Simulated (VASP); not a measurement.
A run of VASP 6.6.1:

Contents of INCAR:

```
SYSTEM = Ta2N
PREC     = Accurate       ! precision mode
ENCUT    = 520            ! plane-wave cutoff, eV
EDIFF    = 1E-6           ! SCF threshold, eV
ISMEAR   = 0              ! smearing method
SIGMA    = 0.15           ! smearing width, eV
LREAL    = .FALSE.        ! projectors in reciprocal space
LASPH    = .TRUE.         ! aspherical terms in the spheres
NELM     = 80             ! most SCF steps
ALGO     = Normal         ! electronic algorithm
ISIF     = 2              ! what is computed and relaxed
LWAVE    = .FALSE.        ! write WAVECAR
LCHARG   = .FALSE.        ! write CHGCAR
GGA      = PE             ! functional
NBANDS   = 50             ! bands
```

Contents of KPOINTS:

```
regular mesh
0
G
  9 9 8
  0 0 0
```

The input POSCAR:

```
Ta2N
1.0
    5.4639445277      0.0000000000      0.0000000000
   -2.7319722638      4.7319147659      0.0000000000
    0.0000000000      0.0000000000      4.6875180103
Ta N
6 3
Direct
    0.6788335835      0.6788335835      0.7528547364
    0.0000000000      0.3211664165      0.7528547364
    0.3211664165      0.0000000000      0.7528547364
    0.3211664165      0.3211664165      0.2471452636
    0.0000000000      0.6788335835      0.2471452636
    0.6788335835      0.0000000000      0.2471452636
    0.6666666667      0.3333333333      0.5000000000
    0.3333333333      0.6666666667      0.5000000000
    0.0000000000      0.0000000000      0.0000000000
```

Potentials or basis: VASP PAW PBE potentials, release 64 (Ta_pv, N).

Command:

```sh
$ cat potpaw_PBE.64/Ta_pv/POTCAR potpaw_PBE.64/N/POTCAR > POTCAR
$ mpirun -np 1 vasp_std > vasp.out
```

Hardware: 1 thread of Intel(R) Xeon(R) 6975P-C (Granite Rapids), on a shared host.

How long does it take, and how much memory?

It took 4.6 min on 1 thread of Intel(R) Xeon(R) 6975P-C (Granite Rapids) (shared host), peak memory 0.48 GiB. Counts: scf iterations 15, k points 81.
